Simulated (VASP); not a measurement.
# CoO (R-3m) in VASP: further runs, part 2 of 2

VASP 6.6.1. The steps go on from the part before.

## Step 4: Single point, PBE+D3(BJ), collinear spin, ferromagnetic start

INCAR reads:

```
SYSTEM = CoO
ALGO     = Normal         ! electronic algorithm
EDIFF    = 1E-7           ! SCF threshold, eV
ENCUT    = 520            ! plane-wave cutoff, eV
GGA      = PE             ! functional
ISIF     = 2              ! what is computed and relaxed
ISMEAR   = -1             ! smearing method
ISPIN    = 2              ! spin polarisation
IVDW     = 12             ! dispersion correction
LASPH    = .True.         ! aspherical terms in the spheres
LCHARG   = .False.        ! write CHGCAR
LMAXMIX  = 4              ! l up to which the mixer works
LORBIT   = 11             ! projections on sites
LREAL    = .False.        ! projectors in reciprocal space
LWAVE    = .False.        ! write WAVECAR
MAGMOM   = 2 0            ! initial moments
NBANDS   = 18             ! bands
NELM     = 150            ! most SCF steps
PREC     = Accurate       ! precision mode
SIGMA    = 0.05           ! smearing width, eV
```

KPOINTS reads:

```
k-points
0
Gamma
  11 11 11
  0 0 0
```

POSCAR reads:

```
CoO
1.0
    1.5420804911      0.8903205866      2.3405676461
   -1.5420804911      0.8903205866      2.3405676461
    0.0000000000     -1.7806411733      2.3405676461
Co O
1 1
Direct
    0.0000000000      0.0000000000      0.0000000000
    0.5000000000      0.5000000000      0.5000000000
```

Potentials or basis: VASP PAW PBE potentials, release 64 (Co, O).

Started as:

```
$ cat potpaw_PBE.64/Co/POTCAR potpaw_PBE.64/O/POTCAR > POTCAR
$ mpirun -np 1 vasp_std > vasp.out
```

OUTCAR:

```text
SYSTEM = CoO
   EDIFF = 1E-7
   ENCUT = 520
   GGA = PE
   ISIF = 2
   ISMEAR = -1
   ISPIN = 2
   IVDW = 12
   LASPH = .True.
   LORBIT = 11
   LREAL = .False.
   NELM = 150
   PREC = Accurate
 IVDW          = 12

 ion  position               nearest neighbor table
   1  0.000  0.000  0.000-   2 2.13   2 2.13   2 2.13   2 2.13   2 2.13   2 2.13
   2  0.500  0.500  0.500-   1 2.13   1 2.13   1 2.13   1 2.13   1 2.13   1 2.13

  LATTYP: Found a trigonal (rhomboedric) cell.
 ALAT       =     2.9409080050
 COS(alpha) =     0.4501031872

  Lattice vectors:

 A1 = (   1.5420804911,   0.8903205866,   2.3405676461)
 A2 = (  -1.5420804911,   0.8903205866,   2.3405676461)
[... 1226 lines left out ...]

 VOLUME and BASIS-vectors are now :
 -----------------------------------------------------------------------------
  energy-cutoff  :      520.00
  volume of cell :       19.28
      direct lattice vectors                 reciprocal lattice vectors
     1.542080491  0.890320587  2.340567646     0.324237290  0.187198487  0.142415595
    -1.542080491  0.890320587  2.340567646    -0.324237290  0.187198487  0.142415595
     0.000000000 -1.780641173  2.340567646     0.000000000 -0.374396974  0.142415595

 POSITION                                       TOTAL-FORCE (eV/Angst)
 -----------------------------------------------------------------------------------
      0.00000      0.00000      0.00000        -0.000000      0.000000      0.000000
      0.00000     -0.00000      3.51085         0.000000      0.000000      0.000000
 -----------------------------------------------------------------------------------
    total drift:                               -0.000000      0.000000     -0.000000

  FREE ENERGIE OF THE ION-ELECTRON SYSTEM (eV)
  ---------------------------------------------------
  free  energy   TOTEN  =       -13.5842550844 eV

  energy  without entropy=      -13.5550958925  energy(sigma->0) =      -13.56967549

 total charge

# of ion       s       p       d       tot
------------------------------------------
    1        0.295   0.357   7.143   7.795
    2        1.557   3.422   0.000   4.978
--------------------------------------------------
tot          1.852   3.778   7.143  12.773

 magnetization (x)

# of ion       s       p       d       tot
------------------------------------------
    1        0.020   0.018   2.505   2.543
    2        0.028   0.265   0.000   0.294
--------------------------------------------------
tot          0.048   0.283   2.505   2.837
```

OSZICAR:

```text
N       E                     dE             d eps       ncg     rms          rms(c)
DAV:   1     0.788365294639E+02    0.78837E+02   -0.65974E+03 10948   0.959E+02
DAV:   2    -0.104663169700E+02   -0.89303E+02   -0.76918E+02 11098   0.223E+02
DAV:   3    -0.154302274315E+02   -0.49639E+01   -0.47859E+01 12186   0.559E+01
DAV:   4    -0.154813751565E+02   -0.51148E-01   -0.51101E-01 12646   0.541E+00
DAV:   5    -0.154825374424E+02   -0.11623E-02   -0.11621E-02 12850   0.818E-01    0.165E+01
DAV:   6    -0.143970326799E+02    0.10855E+01   -0.16478E+01 13414   0.608E+01    0.202E+01
DAV:   7    -0.131940540161E+02    0.12030E+01   -0.74286E+00 13098   0.479E+01    0.812E+00
DAV:   8    -0.130827533369E+02    0.11130E+00   -0.41770E-01 14968   0.101E+01    0.409E+00
DAV:   9    -0.130902295115E+02   -0.74762E-02   -0.25974E-01 15232   0.842E+00    0.285E+00
DAV:  10    -0.130696414758E+02    0.20588E-01   -0.89344E-02 15492   0.571E+00    0.583E-01
DAV:  11    -0.130677825525E+02    0.18589E-02   -0.18374E-02 14440   0.187E+00    0.280E-01
DAV:  12    -0.130677358347E+02    0.46718E-04   -0.23982E-03 15362   0.716E-01    0.124E-01
DAV:  13    -0.130677577663E+02   -0.21932E-04   -0.38687E-04 13940   0.335E-01    0.100E-01
DAV:  14    -0.130677199046E+02    0.37862E-04   -0.69263E-05 14042   0.868E-02    0.323E-02
DAV:  15    -0.130677200093E+02   -0.10466E-06   -0.25817E-05 14728   0.770E-02    0.119E-02
DAV:  16    -0.130677198357E+02    0.17363E-06   -0.64566E-06 13234   0.230E-02    0.442E-03
DAV:  17    -0.130677200201E+02   -0.18439E-06   -0.13644E-06 14590   0.956E-03    0.336E-03
DAV:  18    -0.130677200300E+02   -0.98839E-08   -0.26552E-07  7688   0.755E-03
   1 F= -.13584255E+02 E0= -.13569675E+02  d E =-.291592E-01  mag=     2.8868
```

Run time: 2.4 min. Hardware: 1 thread of Intel Xeon 8259CL, shared host; peak memory 0.22 GiB.

What came out:

- Free energy: -13.5843 eV
- Pressure: -0.5 GPa
- Net moment: 2.89 μB per cell
- Site moments: Co +2.54; O +0.29 μB
- Valence electrons inside the program's atomic spheres: Co 7.79; O 4.98
- Dispersion energy per atom: -0.258 eV

Stress tensor (GPa, compression positive):
```
-0.58  0.00  0.00
 0.00 -0.58  0.00
 0.00  0.00 -0.39
```

Caveat: a cell with one magnetic atom can't hold antiferromagnetic order, which such compounds often take; semilocal functionals often make such compounds metallic where correlation or magnetic order opens a gap, which also shifts bond lengths. With open d or f shells a metallic result of PBE can be an artefact of self-interaction; +U or a hybrid may open a gap.

## Step 5: Summary

```csv
level,potentials or basis,cell,cutoff (eV),gap on the mesh (eV),pressure (GPa),moment (μB)
revPBE+D3(BJ),"VASP PAW PBE potentials, release 64 (Co_sv, O)","a = 2.939 Å, angles 63.4°, 2 atoms",600,none,-2.5,2.93
RPBE+D4,"VASP PAW PBE potentials, release 64 (Co_sv, O)","a = 2.903 Å, angles 64.3°, 2 atoms",600,none,-2.6,2.90
PBE+D3(BJ),"VASP PAW PBE potentials, release 64 (Co, O)","a = 2.941 Å, angles 63.2°, 2 atoms",520,none,-0.5,2.89
```

Alike in all rows: task single point; spin collinear, ferromagnetic start; k mesh 11 × 11 × 11; smearing fermi-dirac 0.05 eV.

Caveats: a cell with one magnetic atom can't hold antiferromagnetic order, which such compounds often take; semilocal functionals often make such compounds metallic where correlation or magnetic order opens a gap, which also shifts bond lengths; the PAW data sets were made with another functional, which shifts forces and pressure a little (at least some runs).

Total energies depend on the potentials used, so only differences within one code and one set of settings carry meaning.
